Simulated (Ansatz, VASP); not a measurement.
## Ta in VASP and in Ansatz

Contents of INCAR:

```
SYSTEM = Ta
  PREC = Accurate
  ENCUT = 520
  EDIFF = 1E-6
  ISMEAR = 0
  SIGMA = 0.15
  LREAL = .FALSE.
  LASPH = .TRUE.
  NELM = 100
  ALGO = Normal
  ISIF = 2
  LWAVE = .FALSE.
  LCHARG = .FALSE.
  GGA = PE
  NBANDS = 12
```

File KPOINTS:

```
regular mesh
0
G
  20 20 20
  0 0 0
```

POSCAR

```
Ta
1.0
   -1.6017416000      1.6017416000      1.6017416000
    1.6017416000     -1.6017416000      1.6017416000
    1.6017416000      1.6017416000     -1.6017416000
Ta
1
Direct
    0.0000000000      0.0000000000      0.0000000000
```

Input for Ansatz:

```yaml
crystal:
  lattice:
    - [-1.6017416, 1.6017416, 1.6017416]
    - [1.6017416, -1.6017416, 1.6017416]
    - [1.6017416, 1.6017416, -1.6017416]
  atoms:
    - { symbol: Ta, position: [0.0, 0.0, 0.0] }
basis:
  ecutwfc: 420
kpoints:
  mp_grid: { grid: [20, 20, 20] }
hamiltonian:
  xc: pbe
scf:
  occupations: { method: gaussian, width: 0.15 }
output:
  forces: true
  stress: true
  eigenvalues: true
```

Change from the starting cell: strain -0.030 along x and y, -0.030 along z, atoms carried along.

Alike in both runs: task single point; functional PBE; k mesh 20 × 20 × 20; occupations gaussian, width 0.15 eV; no spin polarisation.

|  | VASP | Ansatz |
| --- | --- | --- |
| version | VASP 6.6.1 | Ansatz 0.2.0 |
| potentials or method | VASP PAW PBE potentials, release 64 (Ta_pv), cutoff 520 eV | scalar-relativistic, plane waves, PAW |
| valence electrons in the cell | 11 | 13 |

Ansatz gave:

* gap on the k mesh at the Fermi level (eV): none
* pressure (GPa): 25.6

Problem. Estimate VASP's values.

Solution. gap on the k mesh at the Fermi level (eV): none; pressure (GPa): 25.9.

A gap of «none» marks a metal or a gap that the smearing closes. The functional is the same, so the differences come from potentials, cutoffs and numerics. VASP's potentials hold 11 valence electrons a cell and Ansatz's 13, so a difference there can come from the potentials and not from the codes.

Spin-orbit coupling is off throughout.
